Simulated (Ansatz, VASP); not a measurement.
## Two plane-wave programs on Co

```
Co
1.0
     2.24984    0.00000    0.00000
     0.00000    2.24984    0.00000
     0.00000    0.00000    2.24984
Co
1
Cartesian
  0.0000 0.0000 0.0000
```

Alike in both runs: functional PBEsol; k mesh 14 × 14 × 14; occupations fermi-dirac, width 0.1 eV; no spin polarisation.

Ansatz relaxed the structure, and its values are those at the end. VASP's run is a single point on that final structure, the one shown.

|  | VASP | Ansatz |
| --- | --- | --- |
| version | VASP 6.6.1 | Ansatz 0.2.0 |
| potentials or method | VASP PAW PBE potentials, release 64 (Co_sv), cutoff 690 eV | plane waves (420 eV) with PAW, scalar-relativistic |
| valence electrons in the cell | 17 | 17 |

```csv
,VASP,Ansatz,Ansatz less VASP
pressure (GPa),-1.1,0.0,+1.07
```

VASP's potentials were made for PBE, not for PBEsol, and Ansatz warns of the same on its side.
